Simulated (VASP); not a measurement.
AlRu:

```
Ru Al
1.0
     2.99160    0.00000    0.00000
     0.00000    2.99160    0.00000
     0.00000    0.00000    2.99160
Ru Al
1 1
Direct
  0.50000 0.50000 0.50000
  0.00000 0.00000 0.00000
```

* Program: VASP 6.6.1
* Task: relaxation of cell and atoms
* Functional: PBEsol
* Dispersion: D4
* Potentials or basis: VASP PAW PBE potentials, release 64 (Ru_pv, Al)
* Cutoff: 600 eV
* k mesh: 9 × 9 × 9
* Occupations: fermi-dirac, width 0.05 eV
* Spin: no spin polarisation

At the start: pressure -6.3 GPa; volume 13.39 Å³/atom.

Problem. Where does the relaxation end?

Solution. Over 3 steps the energy falls by 7.9 meV/atom and the volume is 13.00 Å³/atom (-2.9 %); space group Pm-3m (No. 221, to 0.05 Å).

Step by step:
```tsv
step	energy change (eV)	largest force (eV/Å)	pressure (GPa)	volume (Å³)
1	0.0000	0.0000	-6.31	26.77
2	0.0282	0.0000	12.17	24.78
3	-0.0158	0.0000	-0.07	26.01
```

Final structure:
```xyz
2
Lattice="2.9627 0.0000 0.0000 0.0000 2.9627 0.0000 0.0000 0.0000 2.9627" Properties=species:S:1:pos:R:3 pbc="T T T"
Ru    1.4813    1.4813    1.4813
Al    0.0000    0.0000    0.0000
```

Caveat: the PAW data sets were made with another functional, which shifts forces and pressure a little; pairwise dispersion overbinds metals, which lowers pressure and volume.
